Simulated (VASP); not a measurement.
# BaO (I4/mmm) in VASP: notebook

Runs on BaO. Level: PBE. Tasks: single point.

Everything below comes from runs of VASP 6.6.1. Logs are shortened: lines on timing, memory, paths and dates and some standing lists are left out, and cuts for length are marked.

## (1) The cell of the first run

Symmetry: I4/mmm, No. 139, tetragonal system. The conventional cell has a = 3.811 Å, b = 3.811 Å, c = 5.500 Å, α = 90.00°, β = 90.00°, γ = 90.00°. Within 3.6 Å of Ba (site symmetry 4/mmm) lie 6 O at 2.69 to 2.75 Å. O (site symmetry 4/mmm) has 6 Ba at 2.69 to 2.75 Å within 3.6 Å.

## (2) Single point, PBE (equal xx and yy strain of -2 %)

Contents of INCAR:

```
SYSTEM = BaO
  PREC = Accurate
  ENCUT = 600
  EDIFF = 1E-6
  ISMEAR = -1
  SIGMA = 0.02
  LREAL = .FALSE.
  LASPH = .TRUE.
  NELM = 120
  ALGO = Normal
  ISIF = 2
  LWAVE = .FALSE.
  LCHARG = .TRUE.
  GGA = PE
  LELF = .TRUE.
  LVHAR = .TRUE.
  NBANDS = 15
  GGA_COMPAT = .FALSE.
```

Contents of KPOINTS:

```
regular mesh
0
G
  8 8 8
  0 0 0
```

Contents of POSCAR:

```
BaO
1.0
    0.0000000000      2.6950000000      2.7500000000
    2.6950000000      0.0000000000      2.7500000000
    2.6950000000      2.6950000000      0.0000000000
Ba O
1 1
Direct
    0.0000000000      0.0000000000      0.0000000000
    0.5000000000      0.5000000000      0.5000000000
```

Potentials or basis: VASP PAW PBE potentials, release 64 (Ba_sv, O).

Started as:

```
> cat potpaw_PBE.64/Ba_sv/POTCAR potpaw_PBE.64/O/POTCAR > POTCAR
> mpirun -np 1 vasp_std > vasp.out
```

OUTCAR:

```text
SYSTEM = BaO
   PREC = Accurate
   ENCUT = 600
   EDIFF = 1E-6
   ISMEAR = -1
   LREAL = .FALSE.
   LASPH = .TRUE.
   NELM = 120
   ISIF = 2
   GGA = PE

 ion  position               nearest neighbor table
   1  0.000  0.000  0.000-   2 2.69   2 2.69   2 2.69   2 2.69   2 2.75   2 2.75
   2  0.500  0.500  0.500-   1 2.69   1 2.69   1 2.69   1 2.69   1 2.75   1 2.75

  LATTYP: Found a body centered tetragonal cell.
 ALAT       =     3.8113055506
 C/A-ratio  =     1.4430750636

  Lattice vectors:

 A1 = (  -2.6950000000,   0.0000000000,   2.7500000000)
 A2 = (   2.6950000000,   0.0000000000,   2.7500000000)
 A3 = (   0.0000000000,   2.6950000000,  -2.7500000000)

Analysis of symmetry for initial positions (statically):
=====================================================================
 Subroutine PRICEL returns:
 Original cell was already a primitive cell.

 Routine SETGRP: Setting up the symmetry group for a
 body centered tetragonal supercell.

 Subroutine GETGRP returns: Found 16 space group operations
 (whereof 16 operations were pure point group operations)
 out of a pool of 16 trial point group operations.

The static configuration has the point symmetry D_4h.

Analysis of symmetry for dynamics (positions and initial velocities):
=====================================================================
 Subroutine PRICEL returns:
 Original cell was already a primitive cell.

 Routine SETGRP: Setting up the symmetry group for a
 body centered tetragonal supercell.

 Subroutine GETGRP returns: Found 16 space group operations
 (whereof 16 operations were pure point group operations)
 out of a pool of 16 trial point group operations.

The dynamic configuration has the point symmetry D_4h.

 Subroutine INISYM returns: Found 16 space group operations
 (whereof 16 operations are pure point group operations),
 and found     1 'primitive' translations

----------------------------------------------------------------------------------------

                                     Primitive cell

  volume of cell :      39.9466

  direct lattice vectors                    reciprocal lattice vectors
     0.000000000  2.695000000  2.750000000    -0.185528757  0.185528757  0.181818182
     2.695000000  0.000000000  2.750000000     0.185528757 -0.185528757  0.181818182
     2.695000000  2.695000000  0.000000000     0.185528757  0.185528757 -0.181818182

  length of vectors
     3.850392837  3.850392837  3.811305551     0.319217309  0.319217309  0.319217309

  position of ions in fractional coordinates (direct lattice)
     0.000000000  0.000000000  0.000000000
     0.500000000  0.500000000  0.500000000

  ion indices of the primitive-cell ions
   primitive index   ion index
                 1           1
                 2           2

----------------------------------------------------------------------------------------

 KPOINTS: regular mesh

Automatic generation of k-mesh.
 Grid dimensions read from file:
 generate k-points for:    8    8    8

 Generating k-lattice:

  Cartesian coordinates                     Fractional coordinates (reciprocal lattice)
    -0.023191095  0.023191095  0.022727273     0.125000000 -0.000000000  0.000000000
     0.023191095 -0.023191095  0.022727273    -0.000000000  0.125000000  0.000000000
     0.023191095  0.023191095 -0.022727273     0.000000000  0.000000000  0.125000000

  Length of vectors
     0.039902164  0.039902164  0.039902164

  Shift w.r.t. Gamma in fractional coordinates (k-lattice)
     0.000000000  0.000000000  0.000000000

 Subroutine IBZKPT returns following result:
 ===========================================

 Found     59 irreducible k-points:

 Following reciprocal coordinates:
            Coordinates               Weight
  0.000000  0.000000  0.000000      1.000000
  0.125000  0.000000  0.000000      8.000000
  0.250000  0.000000  0.000000      8.000000
  0.375000  0.000000  0.000000      8.000000
  0.500000  0.000000  0.000000      4.000000
  0.125000  0.125000  0.000000      2.000000
[... 16 lines left out ...]
  0.250000  0.000000  0.125000     16.000000
  0.375000  0.000000  0.125000     16.000000
 [... further k-points ...]
   k-points           NKPTS =     59   k-points in BZ     NKDIM =     59   number of bands    NBANDS=     15
   number of dos      NEDOS =    301   number of ions     NIONS =      2
   total plane-waves  NPLWV =  30720
   dimension x,y,z NGX =    32 NGY =   32 NGZ =   30
   dimension x,y,z NGXF=    64 NGYF=   64 NGZF=   60
   ions per type =               1   1
   NGX,Y,Z   is equivalent  to a cutoff of  13.82, 13.82, 13.09 a.u.
   NGXF,Y,Z  is equivalent  to a cutoff of  27.63, 27.63, 26.17 a.u.
 SYSTEM =  BaO
   PREC   = accura    normal or accurate (medium, high low for compatibility)
   ISTART =      0    job   : 0-new  1-cont  2-samecut
   ICHARG =      2    charge: 1-file 2-atom 10-const
   ISPIN  =      1    spin polarized calculation?
   LNONCOLLINEAR =      F non collinear calculations
   LSORBIT =      F    spin-orbit coupling
   LASPH  =      T    aspherical Exc in radial PAW
   ENCUT  =  600.0 eV  44.10 Ry    6.64 a.u.   7.69  7.69  7.61*2*pi/ulx,y,z
   NELM   =    120;   NELMIN=  2; NELMDL= -5     # of ELM steps
   EDIFF  = 0.1E-05   stopping-criterion for ELM
   LREAL  =      F    real-space projection
   EDIFFG = 0.1E-04   stopping-criterion for IOM
   NSW    =      0    number of steps for IOM
   IBRION =     -1    ionic relax: 0-MD 1-quasi-New 2-CG
   NFREE  =      0    steps in history (QN), initial steepest desc. (CG)
   ISIF   =      2    stress and relaxation
   ISYM   =      2    0-nonsym 1-usesym 2-fastsym
   POTIM  = 0.5000    time-step for ionic-motion
   TEBEG  =    0.0;   TEEND  =   0.0 temperature during run
   PSTRESS=    0.0 pullay stress
   NELECT =      16.0000    total number of electrons
   NUPDOWN=      -1.0000    fix difference up-down
   EMIN   =  10.00;   EMAX   =-10.00  energy-range for DOS
   EFERMI =   0.00;   METHOD = LEGACY
   ISMEAR =    -1;   SIGMA  =   0.02  broadening in eV -4-tet -1-fermi 0-gaus
   EFERMI_NEDOS =   21; number of points for ismear=-14 and -15
   IALGO  =     38    algorithm
   IMIX   =      4    mixing-type and parameters
     AMIX     =   0.40;   BMIX     =  1.00
     AMIX_MAG =   1.60;   BMIX_MAG =  1.00
  volume/ion in A,a.u.               =      19.97       134.79
  Fermi-wavevector in a.u.,A,eV,Ry     =   1.206761  2.280448 19.813799  1.456273
  Thomas-Fermi vector in A             =   2.342419
   LORBIT       =      0    0 simple, 1 ext, 2 COOP (PROOUT), +10 PAW based schemes
   GGA     = PE    functional components
   LHFCALC =     F    Hartree Fock is set to
   AEXX    =    0.0000 exact exchange contribution
   IVDW    =     0    specifies the selected vdW correction
   LEPSILON=     F    determine dielectric tensor
   LRPA    =     F    only Hartree local field effects (RPA)
 non-spin polarized calculation
  energy-cutoff  :      600.00
  volume of cell :       39.95
 maximum number of plane-waves:      1355
   NGX = 15   NGY = 15   NGZ = 15

 number of electron      15.9999997 magnetization

 Free energy of the ion-electron system (eV)
  ---------------------------------------------------
  ext. energy  EPLUGINS =         0.00000000
  ---------------------------------------------------
  free energy    TOTEN  =       -11.69672264 eV

  energy without entropy =      -11.69672264  energy(sigma->0) =      -11.69672264

 E-fermi :   2.7607     XC(G=0):  -9.9069

 val. band max:        2.3849446910   @ k =   0.5000   0.0000   0.5000
 cond. band min:       4.0575342530   @ k =   0.5000   0.0000   0.5000
 fundamental gap:      1.6725895620
 Fermi energy:         2.7606773924

 k-point     1 :       0.0000    0.0000    0.0000
  band No.  band energies     occupation
      1     -23.6143      2.00000
      2     -12.8794      2.00000
      3      -7.9944      2.00000
      4      -7.9912      2.00000
      5      -7.9912      2.00000
      6       1.7433      2.00000
      7       1.8578      2.00000
      8       1.8578      2.00000
      9       6.1270      0.00000
     10       6.8590      0.00000
     11       7.0141      0.00000
     12       7.0141      0.00000
     13       9.2523      0.00000
     14       9.5418      0.00000
     15      12.3331      0.00000

 k-point     2 :       0.1250    0.0000    0.0000
  band No.  band energies     occupation
      1     -23.5677      2.00000
      2     -13.0111      2.00000
      3      -8.0368      2.00000
      4      -8.0123      2.00000
      5      -8.0065      2.00000
      6       1.4530      2.00000
      7       1.5814      2.00000
      8       1.6253      2.00000
      9       6.7084      0.00000
     10       6.9150      0.00000
     11       7.2354      0.00000
     12       7.3181      0.00000
     13       9.6929      0.00000
     14       9.9890      0.00000
     15      13.3558      0.00000

 k-point     3 :       0.2500    0.0000    0.0000
  band No.  band energies     occupation
      1     -23.4517      2.00000
      2     -13.3301      2.00000
      3      -8.1339      2.00000
      4      -8.0595      2.00000
      5      -8.0422      2.00000
      6       0.8080      2.00000
      7       1.1033      2.00000
      8       1.1334      2.00000
      9       6.7655      0.00000
     10       8.0878      0.00000
     11       8.1468      0.00000
     12       8.4429      0.00000
     13      10.7827      0.00000
     14      11.0811      0.00000
     15      15.5805      0.00000
[... 343 lines left out ...]
 k-point    23 :       0.2500    0.0000    0.1250
  band No.  band energies     occupation
      1     -23.4583      2.00000
      2     -13.2541      2.00000
      3      -8.2175      2.00000
      4      -8.2042      2.00000
      5      -7.9944      2.00000
      6       0.6916      2.00000
      7       1.4663      2.00000
      8       1.6026      2.00000
      9       6.0190      0.00000
     10       7.6456      0.00000
     11       8.4406      0.00000
     12       8.5462      0.00000
     13      10.2432      0.00000
     14      11.3324      0.00000
     15      15.4750      0.00000

 k-point    24 :       0.3750    0.0000    0.1250
  band No.  band energies     occupation
      1     -23.3391      2.00000
      2     -13.5279      2.00000
      3      -8.3075      2.00000
      4      -8.2472      2.00000
      5      -8.1860      2.00000
      6       0.5313      2.00000
      7       0.9658      2.00000
      8       1.1530      2.00000
      9       6.4091      0.00000
     10       8.5024      0.00000
     11       9.4478      0.00000
     12       9.8843      0.00000
     13      11.6569      0.00000
     14      12.2813      0.00000
     15      16.8862      0.00000

 [... further k-points ...]

------------------------ aborting loop because EDIFF is reached ----------------------------------------

  FORCE on cell =-STRESS in cart. coord.  units (eV):
  Direction    XX          YY          ZZ          XY          YZ          ZX
  --------------------------------------------------------------------------------------
  -------------------------------------------------------------------------------------
  Total        2.4440461      2.4440461      1.7408758      0.0000000      0.0000000      0.0000000
  in kB       98.0256541     98.0256541     69.8229400      0.0000000      0.0000000      0.0000000
  external PRESSURE =      88.6247494 kB  Pullay stress =       0.0000000 kB

 VOLUME and BASIS-vectors are now :
 -----------------------------------------------------------------------------
  energy-cutoff  :      600.00
  volume of cell :       39.95
      direct lattice vectors                 reciprocal lattice vectors
     0.000000000  2.695000000  2.750000000    -0.185528757  0.185528757  0.181818182
     2.695000000  0.000000000  2.750000000     0.185528757 -0.185528757  0.181818182
     2.695000000  2.695000000  0.000000000     0.185528757  0.185528757 -0.181818182

 POSITION                                       TOTAL-FORCE (eV/Angst)
 -----------------------------------------------------------------------------------
      0.00000      0.00000      0.00000        -0.000000      0.000000      0.000000
      2.69500      2.69500      2.75000         0.000000     -0.000000      0.000000
 -----------------------------------------------------------------------------------
    total drift:                                0.000000     -0.000000      0.000000

  FREE ENERGIE OF THE ION-ELECTRON SYSTEM (eV)
  ---------------------------------------------------
  free  energy   TOTEN  =       -11.6967226444 eV

  energy  without entropy=      -11.6967226443  energy(sigma->0) =      -11.69672264
```

It took 28 s on 1 thread of Intel Xeon Platinum 8375C at 2.90GHz (Ice Lake), shared host; peak memory 0.21 GiB.

Results:

- Free energy: -11.6967 eV
- Pressure: 8.9 GPa
- Band gap on the k mesh: 1.67 eV

Levels at points of the mesh, in eV from the valence-band top:
```csv
k point,band 5,band 6,band 7,band 8,band 9,band 10,band 11,band 12
"(0.00, 0.00, 0.00)",-10.38,-0.64,-0.53,-0.53,3.74,4.47,4.63,4.63
"(0.50, 0.00, 0.00)",-10.47,-2.31,-1.83,-1.83,4.92,7.25,7.30,8.46
"(0.50, 0.50, 0.00)",-11.03,-0.28,-0.28,-0.14,1.74,6.15,9.13,9.71
"(0.50, 0.00, 0.50)",-11.06,-0.39,-0.24,0.00,1.67,6.16,9.10,9.72
```

Caveat: the cell differs from its parent crystal (equal xx and yy strain of -2 %); the cell stands under pressure; spin-orbit coupling is left out, which moves the levels of the heavy elements. A k mesh can miss the band edges.

## (3) Single point, PBE (equal xx and yy strain of +1 %)

Contents of INCAR:

```
ALGO = Normal ; EDIFF = 1E-6
ENCUT = 600 ; GGA = PE
GGA_COMPAT = F ; ISIF = 2
ISMEAR = -1 ; LASPH = T
LCHARG = T ; LELF = T
LREAL = F ; LVHAR = T
LWAVE = F ; NBANDS = 15
NELM = 120 ; PREC = Accurate
SIGMA = 0.02
```

Contents of KPOINTS:

```
k-points
0
Gamma
  8 8 8
```

Contents of POSCAR:

```
BaO
1.0
    0.0000000000      2.7775000000      2.7500000000
    2.7775000000      0.0000000000      2.7500000000
    2.7775000000      2.7775000000      0.0000000000
Ba O
1 1
Direct
    0.0000000000      0.0000000000      0.0000000000
    0.5000000000      0.5000000000      0.5000000000
```

Potentials or basis: VASP PAW PBE potentials, release 64 (Ba_sv, O).

Started as:

```
> cat potpaw_PBE.64/Ba_sv/POTCAR potpaw_PBE.64/O/POTCAR > POTCAR
> mpirun -np 1 vasp_std > vasp.out
```

Wall time 28 s (1 thread of Intel Xeon Platinum 8375C at 2.90GHz (Ice Lake), shared host); peak memory 0.2 GiB.

Results (log left out):

| Property | Result |
| --- | --- |
| Free energy | -11.7926 eV |
| Pressure | 3.1 GPa |
| Band gap on the k mesh | 1.91 eV |

Stress tensor (GPa, compression positive):
```
2.76 0.00 0.00
0.00 2.76 0.00
0.00 0.00 3.80
```

Levels at points of the mesh, in eV from the valence-band top:
```tsv
k point	band 6	band 7	band 8	band 9	band 10	band 11
(0.00, 0.00, 0.00)	-0.40	-0.40	-0.36	3.51	4.62	4.62
(0.50, 0.00, 0.00)	-2.04	-1.53	-1.52	4.89	7.10	7.13
(0.50, 0.50, 0.00)	-0.21	-0.21	0.00	1.91	5.94	8.84
(0.50, 0.00, 0.50)	-0.23	-0.16	-0.06	1.94	5.93	8.86
```

Caveat: the cell differs from its parent crystal (equal xx and yy strain of +1 %); the cell stands under pressure; spin-orbit coupling is left out, which moves the levels of the heavy elements.
